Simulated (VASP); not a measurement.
Pd: single point with r2SCAN

The system is Pd.

```
Pd
1.0
    -1.57228    1.57228    1.57228
     1.57228   -1.57228    1.57228
     1.57228    1.57228   -1.57228
Pd
1
Direct
  0.00000 0.00000 0.00000
```

```yaml
Program: VASP 6.6.1
Task: single point
Functional: r2SCAN
Potentials_or_basis: VASP PAW PBE potentials, release 64 (Pd)
Cutoff: 520 eV
k_mesh: 16 × 16 × 16
Occupations: gaussian, width 0.05 eV
Spin: no spin polarisation
```

| Quantity | Value |
| --- | --- |
| Pressure | -4.9 GPa |
| Band gap on the k mesh | zero (band 5 reaches 9.35 eV, above the bottom of band 6 at 7.71 eV) |

Levels at points of the mesh, in eV from the Fermi level:
| k point | band 2 | band 3 | band 4 | band 5 | band 6 | band 7 | band 8 | band 9 |
| --- | --- | --- | --- | --- | --- | --- | --- | --- |
| (0.00, 0.00, 0.00) | -2.82 | -2.82 | -2.82 | -0.97 | -0.97 | 20.20 | 20.20 | 20.20 |
| (0.50, 0.00, 0.00) | -3.96 | -1.03 | -0.76 | 0.57 | 1.76 | 7.91 | 15.78 | 18.19 |
| (0.50, 0.50, 0.50) | -5.01 | 0.20 | 0.20 | 0.20 | 9.59 | 9.59 | 9.59 | 17.63 |

It took 2.3 min on 1 thread of Intel Xeon 8259CL, with other jobs on the host, peak memory 0.15 GiB.

Caveat: the PAW data sets were made with another functional, which shifts forces and pressure a little.
